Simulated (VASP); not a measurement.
# Nb (R-3m) in VASP: further runs

The runs below take Nb through single point, with PBEsol.

Program: VASP 6.6.1. These are calculated values, not measurements. Logs are shortened: lines on timing, memory, paths and dates and some standing lists are left out, and cuts for length are marked.

## Step 1: The cell of the first run

Symmetry: R-3m, No. 166, trigonal system. Conventional cell: a = 5.930 Å, b = 5.930 Å, c = 1.816 Å, α = 90.00°, β = 90.00°, γ = 120.00°. Within 2.4 Å of Nb (site symmetry -3m) lie 2 Nb at 1.82 Å.

## Step 2: Single point, PBEsol

File INCAR:

```
SYSTEM = Nb
  PREC = Accurate
  ENCUT = 520
  EDIFF = 1E-6
  ISMEAR = 0
  SIGMA = 0.15
  LREAL = .False.
  LASPH = .True.
  NELM = 60
  ALGO = Fast
  ISIF = 2
  LWAVE = .False.
  LCHARG = .False.
  GGA = PS
  NBANDS = 12
```

File KPOINTS:

```
regular mesh
0
Gamma
  22 22 22
  0 0 0
```

File POSCAR:

```
Nb
1.0
   -2.4458532361      1.7470380258      1.7470380258
    1.7470380258     -2.4458532361      1.7470380258
    1.7470380258      1.7470380258     -2.4458532361
Nb
1
Direct
    0.0000000000      0.0000000000      0.0000000000
```

Potentials or basis: VASP PAW PBE potentials, release 64 (Nb_sv).

Started as:

```bash
$ cat potpaw_PBE.64/Nb_sv/POTCAR > POTCAR
$ mpirun -np 1 vasp_std > vasp.out
```

OUTCAR:

```text
SYSTEM = Nb
   PREC = Accurate
   ENCUT = 520
   EDIFF = 1E-6
   ISMEAR = 0
   LREAL = .False.
   LASPH = .True.
   NELM = 60
   ISIF = 2
   GGA = PS

 ion  position               nearest neighbor table
   1  0.000  0.000  0.000-

  LATTYP: Found a trigonal (rhomboedric) cell.
 ALAT       =     3.4765617756
 COS(alpha) =    -0.4545454545

  Lattice vectors:

 A1 = (  -2.4458532361,   1.7470380258,   1.7470380258)
 A2 = (   1.7470380258,  -2.4458532361,   1.7470380258)
 A3 = (   1.7470380258,   1.7470380258,  -2.4458532361)

Analysis of symmetry for initial positions (statically):
=====================================================================
 Subroutine PRICEL returns:
 Original cell was already a primitive cell.

 Routine SETGRP: Setting up the symmetry group for a
 trigonal (rhombohedral) supercell.

 Subroutine GETGRP returns: Found 12 space group operations
 (whereof 12 operations were pure point group operations)
 out of a pool of 12 trial point group operations.

The static configuration has the point symmetry D_3d.

Analysis of symmetry for dynamics (positions and initial velocities):
=====================================================================
 Subroutine PRICEL returns:
 Original cell was already a primitive cell.

 Routine SETGRP: Setting up the symmetry group for a
 trigonal (rhombohedral) supercell.

 Subroutine GETGRP returns: Found 12 space group operations
 (whereof 12 operations were pure point group operations)
 out of a pool of 12 trial point group operations.

The dynamic configuration has the point symmetry D_3d.

 Subroutine INISYM returns: Found 12 space group operations
 (whereof 12 operations are pure point group operations),
 and found     1 'primitive' translations

----------------------------------------------------------------------------------------

                                     Primitive cell

  volume of cell :      18.4281

  direct lattice vectors                    reciprocal lattice vectors
    -2.445853236  1.747038026  1.747038026     0.158999274  0.397498185  0.397498185
     1.747038026 -2.445853236  1.747038026     0.397498185  0.158999274  0.397498185
     1.747038026  1.747038026 -2.445853236     0.397498185  0.397498185  0.158999274

  length of vectors
     3.476561776  3.476561776  3.476561776     0.584200636  0.584200636  0.584200636

  position of ions in fractional coordinates (direct lattice)
     0.000000000  0.000000000  0.000000000

  ion indices of the primitive-cell ions
   primitive index   ion index
                 1           1

----------------------------------------------------------------------------------------

 KPOINTS: regular mesh

Automatic generation of k-mesh.
 Grid dimensions read from file:
 generate k-points for:   22   22   22

 Generating k-lattice:

  Cartesian coordinates                     Fractional coordinates (reciprocal lattice)
     0.007227240  0.018068099  0.018068099     0.045454545 -0.000000000 -0.000000000
     0.018068099  0.007227240  0.018068099    -0.000000000  0.045454545 -0.000000000
     0.018068099  0.018068099  0.007227240    -0.000000000 -0.000000000  0.045454545

  Length of vectors
     0.026554574  0.026554574  0.026554574

  Shift w.r.t. Gamma in fractional coordinates (k-lattice)
     0.000000000  0.000000000  0.000000000

 Subroutine IBZKPT returns following result:
 ===========================================

 Found   1024 irreducible k-points:

 Following reciprocal coordinates:
            Coordinates               Weight
  0.000000  0.000000  0.000000      1.000000
  0.045455  0.000000  0.000000      6.000000
  0.090909  0.000000  0.000000      6.000000
  0.136364  0.000000  0.000000      6.000000
  0.181818 -0.000000  0.000000      6.000000
  0.227273  0.000000  0.000000      6.000000
[... 16 lines left out ...]
  0.500000  0.045455  0.000000     12.000000
 -0.454545  0.045455 -0.000000     12.000000
 [... further k-points ...]
   k-points           NKPTS =   1024   k-points in BZ     NKDIM =   1024   number of bands    NBANDS=     12
   number of dos      NEDOS =    301   number of ions     NIONS =      1
   total plane-waves  NPLWV =  21952
   dimension x,y,z NGX =    28 NGY =   28 NGZ =   28
   dimension x,y,z NGXF=    56 NGYF=   56 NGZF=   56
   ions per type =               1
   NGX,Y,Z   is equivalent  to a cutoff of  13.39, 13.39, 13.39 a.u.
   NGXF,Y,Z  is equivalent  to a cutoff of  26.78, 26.78, 26.78 a.u.
 SYSTEM =  Nb
   PREC   = accura    normal or accurate (medium, high low for compatibility)
   ISTART =      0    job   : 0-new  1-cont  2-samecut
   ICHARG =      2    charge: 1-file 2-atom 10-const
   ISPIN  =      1    spin polarized calculation?
   LNONCOLLINEAR =      F non collinear calculations
   LSORBIT =      F    spin-orbit coupling
   LASPH  =      T    aspherical Exc in radial PAW
   ENCUT  =  520.0 eV  38.22 Ry    6.18 a.u.   6.46  6.46  6.46*2*pi/ulx,y,z
   NELM   =     60;   NELMIN=  2; NELMDL= -5     # of ELM steps
   EDIFF  = 0.1E-05   stopping-criterion for ELM
   LREAL  =      F    real-space projection
   EDIFFG = 0.1E-04   stopping-criterion for IOM
   NSW    =      0    number of steps for IOM
   IBRION =     -1    ionic relax: 0-MD 1-quasi-New 2-CG
   NFREE  =      0    steps in history (QN), initial steepest desc. (CG)
   ISIF   =      2    stress and relaxation
   ISYM   =      2    0-nonsym 1-usesym 2-fastsym
   POTIM  = 0.5000    time-step for ionic-motion
   TEBEG  =    0.0;   TEEND  =   0.0 temperature during run
   PSTRESS=    0.0 pullay stress
   NELECT =      13.0000    total number of electrons
   NUPDOWN=      -1.0000    fix difference up-down
   EMIN   =  10.00;   EMAX   =-10.00  energy-range for DOS
   EFERMI =   0.00;   METHOD = LEGACY
   ISMEAR =     0;   SIGMA  =   0.15  broadening in eV -4-tet -1-fermi 0-gaus
   EFERMI_NEDOS =   21; number of points for ismear=-14 and -15
   IALGO  =     68    algorithm
   IMIX   =      4    mixing-type and parameters
     AMIX     =   0.40;   BMIX     =  1.00
     AMIX_MAG =   1.60;   BMIX_MAG =  1.00
  volume/ion in A,a.u.               =      18.43       124.36
  Fermi-wavevector in a.u.,A,eV,Ry     =   1.457345  2.753983 28.896790  2.123854
  Thomas-Fermi vector in A             =   2.574157
   LORBIT       =      0    0 simple, 1 ext, 2 COOP (PROOUT), +10 PAW based schemes
   GGA     = PS    functional components
   LHFCALC =     F    Hartree Fock is set to
   AEXX    =    0.0000 exact exchange contribution
   IVDW    =     0    specifies the selected vdW correction
   LEPSILON=     F    determine dielectric tensor
   LRPA    =     F    only Hartree local field effects (RPA)
 non-spin polarized calculation
 RMM-DIIS sequential band-by-band and
 Gauss-broadening in eV      SIGMA  =   0.15
  energy-cutoff  :      520.00
  volume of cell :       18.43
 maximum number of plane-waves:       511
 NGX is ok and might be reduce to    28

 number of electron      13.0000001 magnetization

 Free energy of the ion-electron system (eV)
  ---------------------------------------------------
  ext. energy  EPLUGINS =         0.00000000
  ---------------------------------------------------
  free energy    TOTEN  =        -4.59594892 eV

  energy without entropy =       -4.59113994  energy(sigma->0) =       -4.59354443

 E-fermi :  10.7060     XC(G=0): -11.9763

 val. band max:       10.7043960234   @ k =   0.3182   0.3182   0.0455
 cond. band min:      10.7087038211   @ k =  -0.3636   0.3636   0.2727
 fundamental gap:      0.0043077977
 Fermi energy:        10.7059986422

 k-point     1 :       0.0000    0.0000    0.0000
  band No.  band energies     occupation
      1     -47.3090      2.00000
      2     -21.7331      2.00000
      3     -21.7331      2.00000
      4     -11.6141      2.00000
      5       2.9208      2.00000
      6       8.4062      2.00000
      7       8.4062      2.00000
      8       9.0212      2.00000
      9      19.0117      0.00000
     10      23.8848      0.00000
     11      23.8848      0.00000
     12      27.0729      0.00000

 k-point     2 :       0.0455    0.0000    0.0000
  band No.  band energies     occupation
      1     -47.2339      2.00000
      2     -21.6783      2.00000
      3     -21.6767      2.00000
      4     -12.1740      2.00000
      5       3.1433      2.00000
      6       8.4708      2.00000
      7       8.4982      2.00000
      8       9.5525      2.00000
      9      19.1419      0.00000
     10      22.4652      0.00000
     11      22.4911      0.00000
     12      27.8916      0.00000

 k-point     3 :       0.0909    0.0000    0.0000
  band No.  band energies     occupation
      1     -47.0096      2.00000
      2     -21.5158      2.00000
      3     -21.5097      2.00000
      4     -13.6574      2.00000
      5       3.6982      2.00000
      6       8.6651      2.00000
      7       8.7728      2.00000
      8      11.0662      0.00068
      9      19.5289      0.00000
     10      19.9510      0.00000
     11      20.0155      0.00000
     12      28.4427      0.00000
[... 286 lines left out ...]
 k-point    23 :       0.5000    0.0455    0.0000
  band No.  band energies     occupation
      1     -41.7327      2.00000
      2     -29.1861      2.00000
      3     -18.3874      2.00000
      4     -18.3198      2.00000
      5       4.2194      2.00000
      6       4.7174      2.00000
      7      13.9715      0.00000
      8      14.5721      0.00000
      9      16.3208      0.00000
     10      18.9709      0.00000
     11      22.9971      0.00000
     12      26.5895      0.00000

 k-point    24 :      -0.4545    0.0455   -0.0000
  band No.  band energies     occupation
      1     -42.3064      2.00000
      2     -28.1558      2.00000
      3     -18.6555      2.00000
      4     -18.5855      2.00000
      5       4.9282      2.00000
      6       5.4570      2.00000
      7      13.0074      0.00000
      8      13.4073      0.00000
      9      15.1130      0.00000
     10      21.1991      0.00000
     11      23.6554      0.00000
     12      26.2427      0.00000

 [... further k-points ...]

------------------------ aborting loop because EDIFF is reached ----------------------------------------

  FORCE on cell =-STRESS in cart. coord.  units (eV):
  Direction    XX          YY          ZZ          XY          YZ          ZX
  --------------------------------------------------------------------------------------
  -------------------------------------------------------------------------------------
  Total       14.1140423     14.1140423     14.1140423     16.2933312     16.2933312     16.2933312
  in kB     1227.1034820   1227.1034820   1227.1034820   1416.5752886   1416.5752886   1416.5752886
  external PRESSURE =    1227.1034820 kB  Pullay stress =       0.0000000 kB

 VOLUME and BASIS-vectors are now :
 -----------------------------------------------------------------------------
  energy-cutoff  :      520.00
  volume of cell :       18.43
      direct lattice vectors                 reciprocal lattice vectors
    -2.445853236  1.747038026  1.747038026     0.158999274  0.397498185  0.397498185
     1.747038026 -2.445853236  1.747038026     0.397498185  0.158999274  0.397498185
     1.747038026  1.747038026 -2.445853236     0.397498185  0.397498185  0.158999274

 POSITION                                       TOTAL-FORCE (eV/Angst)
 -----------------------------------------------------------------------------------
      0.00000      0.00000      0.00000        -0.000000     -0.000000     -0.000000
 -----------------------------------------------------------------------------------
    total drift:                               -0.000000     -0.000000      0.000000

  FREE ENERGIE OF THE ION-ELECTRON SYSTEM (eV)
  ---------------------------------------------------
  free  energy   TOTEN  =        -4.5959489209 eV

  energy  without entropy=       -4.5911399427  energy(sigma->0) =       -4.59354443
```

Wall time 17 min (1 thread of Intel Xeon Platinum 8259CL at 2.50GHz (Skylake/Cascade Lake), shared host); peak memory 0.35 GiB.

Results:

```yaml
Free_energy: -4.5959 eV
Pressure: 122.7 GPa
Band_gap_on_the_k_mesh: zero (an odd number of electrons rules out a gap without spin polarisation)
```

Stress tensor (GPa, compression positive):
```
122.71 141.66 141.66
141.66 122.71 141.66
141.66 141.66 122.71
```

Levels at points of the mesh, in eV from the Fermi level:
```
           k point  band 2  band 3  band 4  band 5  band 6  band 7  band 8  band 9  band 10  band 11
(0.00, 0.00, 0.00)  -32.44  -32.44  -22.32   -7.79   -2.30   -2.30   -1.68    8.31    13.18    13.18
(0.50, 0.00, 0.00)  -40.26  -28.99  -28.93   -6.73   -6.23    3.59    4.34    6.50     6.90    12.03
(0.50, 0.50, 0.00)  -32.73  -32.51  -22.32   -5.64   -3.28   -0.51    0.51    5.01     8.35    13.21
(0.50, 0.50, 0.50)  -40.25  -29.02  -29.02   -6.83   -6.83    4.35    4.35   10.44    10.44    10.67
```

Caveat: atoms lie so close that the PAW spheres overlap strongly, which falsifies energies and pressures; the cell stands under pressure; the PAW data sets were made with another functional, which shifts forces and pressure a little.

## Step 3: Single point, PBEsol

This run uses another cell than the first one, of the same volume but with other edges.

File INCAR:

```
PREC = Accurate
ENCUT = 520
EDIFF = 1E-7
ISMEAR = 0
SIGMA = 0.15
LREAL = False
LASPH = True
NELM = 100
ALGO = Fast
ISIF = 2
LWAVE = False
LCHARG = False
GGA = PS
NBANDS = 12
```

File KPOINTS:

```
Automatic mesh
0
Gamma
  22 22 22
```

File POSCAR:

```
Nb
1.0
   -2.0454810749      1.6848795480      1.6848795480
    1.6848795480     -2.0454810749      1.6848795480
    1.6848795480      1.6848795480     -2.0454810749
Nb
1
Direct
    0.0000000000      0.0000000000      0.0000000000
```

Potentials or basis: VASP PAW PBE potentials, release 64 (Nb_sv).

Started as:

```bash
$ cat potpaw_PBE.64/Nb_sv/POTCAR > POTCAR
$ mpirun -np 1 vasp_std > vasp.out
```

It took 5.4 min on 1 thread of Intel Xeon Platinum 8259CL at 2.50GHz (Skylake/Cascade Lake), shared host; peak memory 0.32 GiB.

The run converged. Its results:

| Property | Result |
| --- | --- |
| Free energy | -10.3404 eV |
| Pressure | 8.9 GPa |
| Band gap on the k mesh | zero (an odd number of electrons rules out a gap without spin polarisation) |

Stress tensor (GPa, compression positive):
```
 8.91 24.87 24.87
24.87  8.91 24.87
24.87 24.87  8.91
```

Levels at points of the mesh, in eV from the Fermi level:
```
           k point  band 4  band 5  band 6  band 7  band 8  band 9
(0.00, 0.00, 0.00)  -28.35   -6.05   -2.98   -0.32   -0.32    5.79
(0.50, 0.00, 0.00)  -29.99   -4.14   -2.19    1.97    2.44    3.95
(0.50, 0.50, 0.00)  -28.38   -3.92   -3.25    0.48    3.74    5.96
(0.50, 0.50, 0.50)  -30.32   -4.24   -4.24    3.60    3.60    7.78
```

Caveat: the cell stands under pressure; the PAW data sets were made with another functional, which shifts forces and pressure a little.
